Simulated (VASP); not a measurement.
# V in VASP: single point with PBEsol

Aim: the single point of V with PBEsol.

Everything below comes from runs of VASP 6.6.1. Logs are shortened: lines on timing, memory, paths and dates and some standing lists are left out, and cuts for length are marked.

## 1. The cell of the first run

The cell holds a slab with vacuum, 4 atoms: a = 2.562 Å, b = 2.562 Å, c = 23.277 Å, α = 90.00°, β = 90.00°, γ = 109.47°.

## 2. Single point, PBEsol

Contents of INCAR:

```
ALGO     = Fast           # electronic algorithm
DIPOL    = 0.5 0.5 0.498
EDIFF    = 1E-7           # SCF threshold, eV
ENCUT    = 520            # plane-wave cutoff, eV
GGA      = PS             # functional
IDIPOL   = 3            
ISIF     = 2              # what is computed and relaxed
ISMEAR   = 0              # smearing method
LASPH    = True           # aspherical terms in the spheres
LCHARG   = False          # write CHGCAR
LDIPOL   = True         
LREAL    = False          # projectors in reciprocal space
LWAVE    = False          # write WAVECAR
NBANDS   = 34             # bands
NELM     = 100            # most SCF steps
PREC     = Accurate       # precision mode
SIGMA    = 0.1            # smearing width, eV
```

Contents of KPOINTS:

```
k-points
0
Gamma
  12 12 1
```

Contents of POSCAR:

```
V
1.0
    2.5624431093      0.0000000000      0.0000000000
   -0.8541477031      2.4158945320      0.0000000000
    0.0000000000      0.0000000000     23.2766781127
V
4
Direct
    0.5000000000      0.5000000000      0.3651723824
    0.0000000000      0.0000000000      0.4550574608
    0.5000000000      0.5000000000      0.5440885943
    0.0000000000      0.0000000000      0.6288976437
```

Potentials or basis: VASP PAW PBE potentials, release 64 (V_sv).

On the command line:

```bash
> cat potpaw_PBE.64/V_sv/POTCAR > POTCAR
> mpirun -np 1 vasp_std > vasp.out
```

OUTCAR:

```text
EDIFF = 1E-7
   ENCUT = 520
   GGA = PS
   ISIF = 2
   ISMEAR = 0
   LASPH = True
   LREAL = False
   NELM = 100
   PREC = Accurate

 ion  position               nearest neighbor table
   1  0.500  0.500  0.365-   2 2.56   2 2.56
   2  0.000  0.000  0.455-   3 2.55   3 2.55   1 2.56   1 2.56
   3  0.500  0.500  0.544-   4 2.47   4 2.47   2 2.55   2 2.55   4 2.88   4 2.88
   4  0.000  0.000  0.629-   3 2.47   3 2.47   3 2.88   3 2.88

  LATTYP: Found a base centered orthorhombic cell.
 ALAT       =     2.9588544379
 B/A-ratio  =     1.4142135624
 C/A-ratio  =     7.8667871642

  Lattice vectors:

 A1 = (   2.5624431093,   0.0000000000,   0.0000000000)
 A2 = (  -0.8541477031,   2.4158945320,   0.0000000000)
 A3 = (   0.0000000000,   0.0000000000,  23.2766781127)

Analysis of symmetry for initial positions (statically):
=====================================================================
 Subroutine PRICEL returns:
 Original cell was already a primitive cell.

 Routine SETGRP: Setting up the symmetry group for a
 base centered orthorhombic supercell.

 Subroutine GETGRP returns: Found  4 space group operations
 (whereof  4 operations were pure point group operations)
 out of a pool of  8 trial point group operations.

The static configuration has the point symmetry C_2v.

Analysis of symmetry for dynamics (positions and initial velocities):
=====================================================================
 Subroutine PRICEL returns:
 Original cell was already a primitive cell.

 Routine SETGRP: Setting up the symmetry group for a
 base centered orthorhombic supercell.

 Subroutine GETGRP returns: Found  4 space group operations
 (whereof  4 operations were pure point group operations)
 out of a pool of  8 trial point group operations.

The dynamic configuration has the point symmetry C_2v.

 Subroutine INISYM returns: Found  4 space group operations
 (whereof  4 operations are pure point group operations),
 and found     1 'primitive' translations

----------------------------------------------------------------------------------------

                                     Primitive cell

  volume of cell :     144.0964

  direct lattice vectors                    reciprocal lattice vectors
     2.562443109  0.000000000  0.000000000     0.390252567  0.137975118  0.000000000
    -0.854147703  2.415894532  0.000000000     0.000000000  0.413925354  0.000000000
     0.000000000  0.000000000 23.276678113     0.000000000  0.000000000  0.042961457

  length of vectors
     2.562443109  2.562443109 23.276678113     0.413925354  0.413925354  0.042961457

  position of ions in fractional coordinates (direct lattice)
     0.500000000  0.500000000  0.365172382
     0.000000000  0.000000000  0.455057461
     0.500000000  0.500000000  0.544088594
     0.000000000  0.000000000  0.628897644

  ion indices of the primitive-cell ions
   primitive index   ion index
                 1           1
                 2           2
                 3           3
                 4           4

----------------------------------------------------------------------------------------

 KPOINTS: k-points

Automatic generation of k-mesh.
 Grid dimensions read from file:
 generate k-points for:   12   12    1

 Generating k-lattice:

  Cartesian coordinates                     Fractional coordinates (reciprocal lattice)
     0.032521047  0.011497927  0.000000000     0.083333333  0.000000000  0.000000000
     0.000000000  0.034493780  0.000000000     0.000000000  0.083333333  0.000000000
     0.000000000  0.000000000  0.042961457     0.000000000  0.000000000  1.000000000

  Length of vectors
     0.034493780  0.034493780  0.042961457

  Shift w.r.t. Gamma in fractional coordinates (k-lattice)
     0.000000000  0.000000000  0.000000000

 Subroutine IBZKPT returns following result:
 ===========================================

 Found     43 irreducible k-points:

 Following reciprocal coordinates:
            Coordinates               Weight
  0.000000  0.000000  0.000000      1.000000
  0.083333 -0.000000  0.000000      4.000000
  0.166667  0.000000  0.000000      4.000000
  0.250000  0.000000  0.000000      4.000000
  0.333333  0.000000  0.000000      4.000000
  0.416667 -0.000000  0.000000      4.000000
[... 16 lines left out ...]
  0.500000  0.166667  0.000000      4.000000
 -0.416667  0.166667  0.000000      4.000000
 [... further k-points ...]
   k-points           NKPTS =     43   k-points in BZ     NKDIM =     43   number of bands    NBANDS=     34
   number of dos      NEDOS =    301   number of ions     NIONS =      4
   total plane-waves  NPLWV =  72000
   dimension x,y,z NGX =    20 NGY =   20 NGZ =  180
   dimension x,y,z NGXF=    40 NGYF=   40 NGZF=  360
   ions per type =               4
   NGX,Y,Z   is equivalent  to a cutoff of  12.98, 12.98, 12.86 a.u.
   NGXF,Y,Z  is equivalent  to a cutoff of  25.95, 25.95, 25.71 a.u.
 SYSTEM =  unknown system
   PREC   = accura    normal or accurate (medium, high low for compatibility)
   ISTART =      0    job   : 0-new  1-cont  2-samecut
   ICHARG =      2    charge: 1-file 2-atom 10-const
   ISPIN  =      1    spin polarized calculation?
   LNONCOLLINEAR =      F non collinear calculations
   LSORBIT =      F    spin-orbit coupling
   LASPH  =      T    aspherical Exc in radial PAW
   ENCUT  =  520.0 eV  38.22 Ry    6.18 a.u.   4.76  4.76 43.28*2*pi/ulx,y,z
   NELM   =    100;   NELMIN=  2; NELMDL= -5     # of ELM steps
   EDIFF  = 0.1E-06   stopping-criterion for ELM
   LREAL  =      F    real-space projection
   EDIFFG = 0.1E-05   stopping-criterion for IOM
   NSW    =      0    number of steps for IOM
   IBRION =     -1    ionic relax: 0-MD 1-quasi-New 2-CG
   NFREE  =      0    steps in history (QN), initial steepest desc. (CG)
   ISIF   =      2    stress and relaxation
   ISYM   =      2    0-nonsym 1-usesym 2-fastsym
   POTIM  = 0.5000    time-step for ionic-motion
   TEBEG  =    0.0;   TEEND  =   0.0 temperature during run
   PSTRESS=    0.0 pullay stress
   NELECT =      52.0000    total number of electrons
   NUPDOWN=      -1.0000    fix difference up-down
   EMIN   =  10.00;   EMAX   =-10.00  energy-range for DOS
   EFERMI =   0.00;   METHOD = LEGACY
   ISMEAR =     0;   SIGMA  =   0.10  broadening in eV -4-tet -1-fermi 0-gaus
   EFERMI_NEDOS =   21; number of points for ismear=-14 and -15
   IALGO  =     68    algorithm
   IMIX   =      4    mixing-type and parameters
     AMIX     =   0.40;   BMIX     =  1.00
     AMIX_MAG =   1.60;   BMIX_MAG =  1.00
  volume/ion in A,a.u.               =      36.02       243.10
  Fermi-wavevector in a.u.,A,eV,Ry     =   1.165534  2.202540 18.483094  1.358469
  Thomas-Fermi vector in A             =   2.302058
   LORBIT       =      0    0 simple, 1 ext, 2 COOP (PROOUT), +10 PAW based schemes
   GGA     = PS    functional components
   LHFCALC =     F    Hartree Fock is set to
   AEXX    =    0.0000 exact exchange contribution
   IVDW    =     0    specifies the selected vdW correction
   LEPSILON=     F    determine dielectric tensor
   LRPA    =     F    only Hartree local field effects (RPA)
 non-spin polarized calculation
 RMM-DIIS sequential band-by-band and
 Gauss-broadening in eV      SIGMA  =   0.10
  energy-cutoff  :      520.00
  volume of cell :      144.10
 maximum number of plane-waves:      3942
   NGX =  9   NGY =  9   NGZ = 87

 dipolmoment           0.000000      0.000000      0.006076 electrons x Angstroem

 number of electron      52.0000002 magnetization

 dipolmoment           0.000000      0.000000     -0.003442 electrons x Angstroem

 Free energy of the ion-electron system (eV)
  ---------------------------------------------------
  ext. energy  EPLUGINS =         0.00000000
  ---------------------------------------------------
  free energy    TOTEN  =       -36.47625646 eV

  energy without entropy =      -36.44416740  energy(sigma->0) =      -36.46021193

 E-fermi :   0.6618     XC(G=0):  -5.6763

 val. band max:        0.6614836614   @ k =   0.1667   0.0833   0.0000
 cond. band min:       0.6622305114   @ k =  -0.3333   0.2500   0.0000
 fundamental gap:      0.0007468499
 Fermi energy:         0.6617813466

 k-point     1 :       0.0000    0.0000    0.0000
  band No.  band energies     occupation
      1     -62.9239      2.00000
      2     -62.9039      2.00000
      3     -62.7379      2.00000
      4     -62.6110      2.00000
      5     -37.2165      2.00000
      6     -37.0306      2.00000
[... 26 lines left out ...]
     33       3.1503      0.00000
     34       3.2955      0.00000

 k-point     2 :       0.0833   -0.0000    0.0000
  band No.  band energies     occupation
      1     -62.9145      2.00000
      2     -62.8944      2.00000
      3     -62.7302      2.00000
      4     -62.6064      2.00000
      5     -37.1985      2.00000
      6     -37.0271      2.00000
[... 26 lines left out ...]
     33       2.7887      0.00000
     34       2.9898      0.00000

 k-point     3 :       0.1667    0.0000    0.0000
  band No.  band energies     occupation
      1     -62.8890      2.00000
      2     -62.8677      2.00000
      3     -62.7089      2.00000
      4     -62.5943      2.00000
      5     -37.1498      2.00000
      6     -37.0223      2.00000
[... 26 lines left out ...]
     33       2.7688      0.00000
     34       2.8366      0.00000
[... 704 lines left out ...]
 k-point    23 :       0.5000    0.1667    0.0000
  band No.  band energies     occupation
      1     -62.7679      2.00000
      2     -62.7361      2.00000
      3     -62.5928      2.00000
      4     -62.5288      2.00000
      5     -37.1992      2.00000
      6     -37.1760      2.00000
[... 26 lines left out ...]
     33       3.2334      0.00000
     34       3.4255      0.00000

 k-point    24 :      -0.4167    0.1667    0.0000
  band No.  band energies     occupation
      1     -62.7831      2.00000
      2     -62.7553      2.00000
      3     -62.6089      2.00000
      4     -62.5245      2.00000
      5     -37.1410      2.00000
      6     -37.1084      2.00000
[... 26 lines left out ...]
     33       3.0998      0.00000
     34       3.3668      0.00000

 [... further k-points ...]

------------------------ aborting loop because EDIFF is reached ----------------------------------------

 vacuum level on the upper side and lower side of the slab       (xc-potential included)        -0.149        -0.057

  FORCE on cell =-STRESS in cart. coord.  units (eV):
  Direction    XX          YY          ZZ          XY          YZ          ZX
  --------------------------------------------------------------------------------------
  -------------------------------------------------------------------------------------
  Total       -2.4808840     -1.9101596     -0.8731230      0.8071263      0.0000000      0.0000000
  in kB      -27.5844193    -21.2386558     -9.7080677      8.9742648      0.0000000      0.0000000
  external PRESSURE =     -19.5103809 kB  Pullay stress =       0.0000000 kB

 VOLUME and BASIS-vectors are now :
 -----------------------------------------------------------------------------
  energy-cutoff  :      520.00
  volume of cell :      144.10
      direct lattice vectors                 reciprocal lattice vectors
     2.562443109  0.000000000  0.000000000     0.390252567  0.137975118  0.000000000
    -0.854147703  2.415894532  0.000000000     0.000000000  0.413925354  0.000000000
     0.000000000  0.000000000 23.276678113     0.000000000  0.000000000  0.042961457

 POSITION                                       TOTAL-FORCE (eV/Angst)
 -----------------------------------------------------------------------------------
      0.85415      1.20795      8.50000         0.000000      0.000000      0.437196
      0.00000      0.00000     10.59223        -0.000000      0.000000     -0.447358
      0.85415      1.20795     12.66458         0.000000      0.000000     -0.008816
      0.00000      0.00000     14.63865         0.000000      0.000000      0.018977
 -----------------------------------------------------------------------------------
    total drift:                               -0.000000     -0.000000      0.000235

  FREE ENERGIE OF THE ION-ELECTRON SYSTEM (eV)
  ---------------------------------------------------
  free  energy   TOTEN  =       -36.4762564603 eV

  energy  without entropy=      -36.4441673968  energy(sigma->0) =      -36.46021193

 vacuum level on the upper side and lower side of the slab         5.454         5.548
```

It took 3.5 min on 1 thread of Intel Xeon 6975P-C (Granite Rapids), shared host; peak memory 0.34 GiB.

Results:

```
Free energy            : -36.4763 eV
Largest force          : 0.447 eV/Å
Band gap on the k mesh : zero (bands 26 and 27 overlap by 1.63 eV)
```

Forces in eV/Å, atoms in the order of the input:
```
V    0.000  0.000  0.437
V    0.000  0.000 -0.447
V    0.000  0.000 -0.009
V    0.000  0.000  0.019
```

Caveat: the PAW data sets were made with another functional, which shifts forces and pressure a little.
